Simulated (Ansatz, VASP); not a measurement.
## Two plane-wave programs on Zn

INCAR

```
PREC = Accurate
ENCUT = 520
EDIFF = 1E-6
ISMEAR = 0
SIGMA = 0.05
LREAL = False
LASPH = True
NELM = 150
ALGO = Fast
ISIF = 2
LWAVE = False
LCHARG = True
MAGMOM = 0 0 0
LORBIT = 11
LSORBIT = True
GGA_COMPAT = False
LORBMOM = True
GGA = PE
LVHAR = True
NBANDS = 23
```

Contents of KPOINTS:

```
regular mesh
0
Gamma
  18 18 18
```

The input POSCAR:

```
Zn
1.0
    0.0000000000      1.9639105308      1.9639105308
    1.9639105308      0.0000000000      1.9639105308
    1.9639105308      1.9639105308      0.0000000000
Zn
1
Direct
    0.0000000000      0.0000000000      0.0000000000
```

Input for Ansatz:

```yaml
crystal:
  lattice:
    - [0.0, 1.9639105308, 1.9639105308]
    - [1.9639105308, 0.0, 1.9639105308]
    - [1.9639105308, 1.9639105308, 0.0]
  atoms:
    - { symbol: Zn, position: [0.0, 0.0, 0.0] }
basis:
  ecutwfc: 420
  ecutrho_ratio: 4
kpoints:
  mp_grid: { grid: [18, 18, 18] }
hamiltonian:
  xc: pbe
scf:
  occupations: { method: gaussian, width: 0.05 }
output:
  forces: true
  stress: true
  eigenvalues: true
  populations: true
magnetization:
  noncollinear: true
  spin_orbit: true
```

Alike in both runs: task single point; functional PBE; k mesh 18 × 18 × 18; occupations gaussian, width 0.05 eV; non-collinear spin, spin-orbit coupling.

|  | VASP | Ansatz |
| --- | --- | --- |
| version | VASP 6.6.1 | Ansatz 0.2.0 |
| potentials or method | VASP PAW PBE potentials, release 64 (Zn), cutoff 520 eV | plane waves, PAW |
| valence electrons in the cell | 12 | 12 |

Ansatz gave:

* pressure (GPa): 0.0

Q: What did VASP give for the same quantities?

A: Pressure (GPa): 0.4.

With one functional, cell and mesh, what is left measures potentials, basis and numerics.
